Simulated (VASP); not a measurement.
Al3GaN4, 8 atoms in the cell. The structure is monoclinic, space group Pm (No. 6). The conventional cell has a = 5.038 Å, b = 3.125 Å, c = 5.410 Å, α = 90.00°, β = 90.04°, γ = 90.00°. Al (site symmetry m) has 4 N at 1.88 to 1.90 Å within 2.5 Å. Al (site symmetry m) has 4 N at 1.89 to 1.90 Å within 2.5 Å. Al (site symmetry m) has 4 N at 1.89 to 1.90 Å within 2.5 Å. Within 2.6 Å of Ga (site symmetry m) lie 4 N at 1.93 to 1.96 Å. Within 2.5 Å of N (site symmetry m) lie 3 Al at 1.89 Å and 1 Ga at 1.96 Å. Within 2.5 Å of N (site symmetry m) lie 4 Al at 1.90 Å. N (site symmetry m) has 2 Al at 1.88 to 1.89 Å and 2 Ga at 1.93 Å within 2.5 Å. N (site symmetry m) has 3 Al at 1.89 to 1.90 Å and 1 Ga at 1.94 Å within 2.5 Å. 

| Property | Result |
| --- | --- |
| Program | VASP 6.6.1 |
| Task | single point |
| Functional | r2SCAN |
| Potentials or basis | VASP PAW PBE potentials, release 64 (Al, Ga_d, N) |
| Cutoff | 520 eV |
| k mesh | 4 × 8 × 4 |
| Occupations | fermi-dirac, width 0.02 eV |
| Spin | no spin polarisation |
| Dipole correction | no |
| Further INCAR settings | ALGO = Normal; EDIFF = 1e-06; NBANDS = 31 |

Potentials or basis: VASP PAW PBE potentials, release 64 (Al, Ga_d, N).

Run with:

```sh
$ cat potpaw_PBE.64/Al/POTCAR potpaw_PBE.64/Ga_d/POTCAR potpaw_PBE.64/N/POTCAR > POTCAR
$ cp INCAR.step1 INCAR
$ mpirun -np 1 vasp_std > vasp.out
$ cp INCAR.step2 INCAR
$ mpirun -np 1 vasp_std > vasp.out
```

Hardware: 1 thread of AMD EPYC 7R13 (shared host).

Question: How long does it take, and how much memory?

Answer: It took 9.1 min on 1 thread of AMD EPYC 7R13, with other jobs on the host, peak memory 0.25 GiB. Counts: k points 50.
